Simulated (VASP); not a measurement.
A run of VASP 6.6.1 is set up as follows.

Contents of INCAR:

```
ALGO = Normal ; EDIFF = 1E-6
ENCUT = 520 ; GGA = PE
ISIF = 2 ; ISMEAR = 0
LASPH = True ; LCHARG = False
LREAL = False ; LWAVE = False
NBANDS = 46 ; NELM = 60
PREC = Accurate ; SIGMA = 0.1
```

Contents of KPOINTS:

```
k-points
0
Gamma
  8 8 4
```

The input POSCAR:

```
CdHg3Se4
1.0
    4.4198564708      0.0000000000      0.0000000000
    0.0000000000      4.4198564708      0.0000000000
    0.0000000000      0.0000000000     12.4648037852
Cd Hg Se
1 3 4
Direct
    0.5000000000      0.5000000000      0.5000000000
    0.0000000000      0.0000000000      0.7485848866
    0.5000000000      0.5000000000      0.0000000000
    0.0000000000      0.0000000000      0.2514151134
    0.5000000000      0.0000000000      0.8742891270
    0.0000000000      0.5000000000      0.1257108730
    0.5000000000      0.0000000000      0.3773527803
    0.0000000000      0.5000000000      0.6226472197
```

Potentials or basis: VASP PAW PBE potentials, release 64 (Cd, Hg, Se).

Command:

```console
$ cat potpaw_PBE.64/Cd/POTCAR potpaw_PBE.64/Hg/POTCAR potpaw_PBE.64/Se/POTCAR > POTCAR
$ mpirun -np 1 vasp_std > vasp.out
```

(1) Estimate the pressure.

(2) What does it give for the band gap on the k mesh?

Answers

(1) 0.2 GPa.

(2) zero (filled and empty bands touch).

Caveat: semilocal functionals underestimate gaps, so a narrow gap can read as zero; spin-orbit coupling is left out, which moves the levels of the heavy elements.
